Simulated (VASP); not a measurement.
A run of VASP 6.6.1 is set up as follows.

File INCAR:

```
ALGO = Normal ; EDIFF = 1E-6
ENCUT = 700 ; GGA = PE
GGA_COMPAT = False ; ISIF = 2
ISMEAR = -1 ; ISPIN = 2
LASPH = True ; LCHARG = False
LDAU = True ; LDAUJ = 0 0
LDAUL = 2 -1 ; LDAUPRINT = 1
LDAUTYPE = 2 ; LDAUU = 6 0
LMAXMIX = 4 ; LORBIT = 11
LREAL = False ; LWAVE = False
MAGMOM = 4 0 ; NBANDS = 22
NELM = 200 ; PREC = Accurate
SIGMA = 0.05
```

File KPOINTS:

```
k-points
0
Gamma
  10 10 10
```

File POSCAR:

```
MnO
1.0
    0.0000000000      2.2220003300      2.2220003300
    2.2220003300      0.0000000000      2.2220003300
    2.2220003300      2.2220003300      0.0000000000
Mn O
1 1
Direct
    0.0000000000      0.0000000000      0.0000000000
    0.5000000000      0.5000000000      0.5000000000
```

Potentials or basis: VASP PAW PBE potentials, release 64 (Mn_sv, O).

The run is started by

```sh
$ cat potpaw_PBE.64/Mn_sv/POTCAR potpaw_PBE.64/O/POTCAR > POTCAR
$ mpirun -np 1 vasp_std > vasp.out
```

Question: Predict the net moment.

Answer: 5.00 μB per cell.

Question: Predict the pressure.

Answer: 7.4 GPa.

Question: Predict the band gap on the k mesh.

Answer: 0.63 eV (least direct gap 2.76 eV).

Question: Predict the site moments.

Answer: Mn +4.60; O +0.14 μB.

Eigenvalues of the final occupation matrices:
| site | spin | trace | eigenvalues |
| --- | --- | --- | --- |
| site 1 d | 1 | 4.70 | 0.93 0.93 0.93 0.96 0.96 |
| site 1 d | 2 | 0.12 | 0.01 0.01 0.01 0.04 0.04 |

Caveat: the cell stands under pressure; a cell with one magnetic atom can't hold antiferromagnetic order, which such compounds often take. The state reached can hang on the start; a lower one may exist.
